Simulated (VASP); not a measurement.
Set up this calculation in VASP 6.6.1, as the native input.

```yaml
Task: single point
Functional: r2SCAN
Potentials_or_basis: VASP PAW PBE potentials, release 64 (Fe, Co)
Cutoff: 660 eV
k_mesh: 14 × 14 × 14
Occupations: gaussian, width 0.1 eV
Spin: collinear spin, ferromagnetic start
Starting_moments: "[3.41, 2.16] μB"
Dipole_correction: no
Further_INCAR_settings: ALGO = Normal; EDIFF = 1e-06; NBANDS = 20
```

The system is FeCo.

```xyz
2
Lattice="2.8664 0.0000 0.0000 0.0000 2.8664 0.0000 0.0000 0.0000 2.8664" Properties=species:S:1:pos:R:3 pbc="T T T"
Fe    1.4332    1.4332    1.4332
Co    0.0000    0.0000    0.0000
```

The input as run:

POSCAR

```
FeCo
1.0
    2.8663824988      0.0000000000      0.0000000000
    0.0000000000      2.8663824988      0.0000000000
    0.0000000000      0.0000000000      2.8663824988
Fe Co
1 1
Direct
    0.5000000000      0.5000000000      0.5000000000
    0.0000000000      0.0000000000      0.0000000000
```

INCAR.step1

```
SYSTEM = FeCo
PREC     = Accurate       ! precision mode
ENCUT    = 660            ! plane-wave cutoff, eV
ISMEAR   = 0              ! smearing method
SIGMA    = 0.1            ! smearing width, eV
LREAL    = .False.        ! projectors in reciprocal space
LASPH    = .True.         ! aspherical terms in the spheres
NELM     = 200            ! most SCF steps
ISPIN    = 2              ! spin polarisation
MAGMOM   = 3.41 2.16      ! initial moments
LMAXMIX  = 4              ! l up to which the mixer works
NBANDS   = 20             ! bands
GGA      = PE             ! functional
ALGO     = Normal         ! electronic algorithm
EDIFF    = 1E-5           ! SCF threshold, eV
LWAVE    = .True.         ! write WAVECAR
LCHARG   = .False.        ! write CHGCAR
GGA_COMPAT= .False.
```

INCAR.step2

```
SYSTEM = FeCo
PREC     = Accurate       ! precision mode
ENCUT    = 660            ! plane-wave cutoff, eV
EDIFF    = 1E-6           ! SCF threshold, eV
ISMEAR   = 0              ! smearing method
SIGMA    = 0.1            ! smearing width, eV
LREAL    = .False.        ! projectors in reciprocal space
LASPH    = .True.         ! aspherical terms in the spheres
NELM     = 200            ! most SCF steps
ALGO     = Normal         ! electronic algorithm
ISIF     = 2              ! what is computed and relaxed
LWAVE    = .False.        ! write WAVECAR
LCHARG   = .False.        ! write CHGCAR
ISPIN    = 2              ! spin polarisation
MAGMOM   = 3.41 2.16      ! initial moments
LORBIT   = 11             ! projections on sites
LMAXMIX  = 4              ! l up to which the mixer works
METAGGA  = R2SCAN         ! meta-GGA
LMIXTAU  = .True.       
NBANDS   = 20             ! bands
ISTART   = 1            
GGA_COMPAT= .False.
```

KPOINTS

```
regular mesh
0
Gamma
  14 14 14
  0 0 0
```

Potentials or basis: VASP PAW PBE potentials, release 64 (Fe, Co).

Command:

```console
$ cat potpaw_PBE.64/Fe/POTCAR potpaw_PBE.64/Co/POTCAR > POTCAR
$ cp INCAR.step1 INCAR
$ mpirun -np 1 vasp_std > vasp.out
$ cp INCAR.step2 INCAR
$ mpirun -np 1 vasp_std > vasp.out
```

It gave:

The pressure is -5.9 GPa, the net moment is 4.84 μB per cell and the site moments are Fe +3.07; Co +1.89 μB. The valence electrons inside the program's atomic spheres are Fe 7.09; Co 8.23.

Caveat: the cell stands under tension; the PAW data sets were made with another functional, which shifts forces and pressure a little.

It took 9.4 min on 1 thread of Oxide Virtual Turin-like Processor, on a shared host, peak memory 0.22 GiB.
